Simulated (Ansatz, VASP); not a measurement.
# Ge in VASP and in Ansatz

```
Ge
1.0
     1.39715   -2.60052    0.06501
     1.39715    2.60052   -0.06501
     0.00000   -0.06746    2.69823
Ge
1
Direct
  0.50000 0.50000 0.00000
```

Change from the starting cell: strain -0.0500 x Voigt [0, 0, 0, 1, 0, 0], atoms carried along.

Alike in both runs: task single point; functional r2SCAN; k mesh 20 × 20 × 18; occupations gaussian, width 0.15 eV; no spin polarisation.

|  | VASP | Ansatz |
| --- | --- | --- |
| version | VASP 6.6.1 | Ansatz 0.2.0 |
| potentials or method | VASP PAW PBE potentials, release 64 (Ge_d), cutoff 550 eV | scalar-relativistic, plane waves, PAW |
| valence electrons in the cell | 14 | 14 |

Ansatz gave:

```
gap on the k mesh at the Fermi level (eV)                     : none
pressure (GPa)                                                : -3.0
traceless stress, the component that is largest in VASP (GPa) : 2.12
```

**Question.** Estimate VASP's values.

**Answer.** gap on the k mesh at the Fermi level (eV): none; pressure (GPa): -3.2; traceless stress, the component that is largest in VASP (GPa): 2.11.

VASP's potentials were made for PBE, not for r2SCAN. A gap of «none» marks a metal or a gap that the smearing closes.
